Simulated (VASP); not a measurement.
Here is a VASP 6.6.1 calculation.

File POSCAR:

```
Sn
1.0
   -2.8519362416      2.8519362416      1.6472810486
    2.8519362416     -2.8519362416      1.6472810486
    2.8519362416      2.8519362416     -1.6472810486
Sn
2
Direct
    0.7500000000      0.2500000000      0.5000000000
    0.0000000000      0.0000000000      0.0000000000
```

Contents of INCAR.step1:

```
SYSTEM = Sn
ALGO     = Normal         ! electronic algorithm
EDIFF    = 1E-4           ! SCF threshold, eV
ENCUT    = 520            ! plane-wave cutoff, eV
GGA      = PE             ! functional
ISMEAR   = 0              ! smearing method
LASPH    = .True.         ! aspherical terms in the spheres
LCHARG   = .False.        ! write CHGCAR
LREAL    = .False.        ! projectors in reciprocal space
LWAVE    = .True.         ! write WAVECAR
NBANDS   = 21             ! bands
NELM     = 80             ! most SCF steps
PREC     = Accurate       ! precision mode
SIGMA    = 0.15           ! smearing width, eV
```

File INCAR.step2:

```
SYSTEM = Sn
ALGO     = Normal         ! electronic algorithm
EDIFF    = 1E-7           ! SCF threshold, eV
ENCUT    = 520            ! plane-wave cutoff, eV
ISIF     = 2              ! what is computed and relaxed
ISMEAR   = 0              ! smearing method
ISTART   = 1            
LASPH    = .True.         ! aspherical terms in the spheres
LCHARG   = .False.        ! write CHGCAR
LMIXTAU  = .True.       
LREAL    = .False.        ! projectors in reciprocal space
LWAVE    = .False.        ! write WAVECAR
METAGGA  = R2SCAN         ! meta-GGA
NBANDS   = 21             ! bands
NELM     = 80             ! most SCF steps
PREC     = Accurate       ! precision mode
SIGMA    = 0.15           ! smearing width, eV
```

File KPOINTS:

```
k-points
0
Gamma
  16 16 16
  0 0 0
```

Potentials or basis: VASP PAW PBE potentials, release 64 (Sn_d).

Command:

```console
$ cat potpaw_PBE.64/Sn_d/POTCAR > POTCAR
$ cp INCAR.step1 INCAR
$ mpirun -np 1 vasp_std > vasp.out
$ cp INCAR.step2 INCAR
$ mpirun -np 1 vasp_std > vasp.out
```

**Question.** Predict the band gap on the k mesh.

**Answer.** Zero (band 14 reaches 10.24 eV, above the bottom of band 15 at 5.04 eV).

**Question.** Predict the pressure.

**Answer.** 2.1 GPa.

Stress tensor (GPa, compression positive):
```
 3.27  0.00  0.00
 0.00  3.27  0.00
 0.00  0.00 -0.35
```

Caveat: the cell differs from its parent crystal (strain -0.030 along x and y, +0.030 along z); the PAW data sets were made with another functional, which shifts forces and pressure a little; spin-orbit coupling is left out, which moves the levels of the heavy elements.
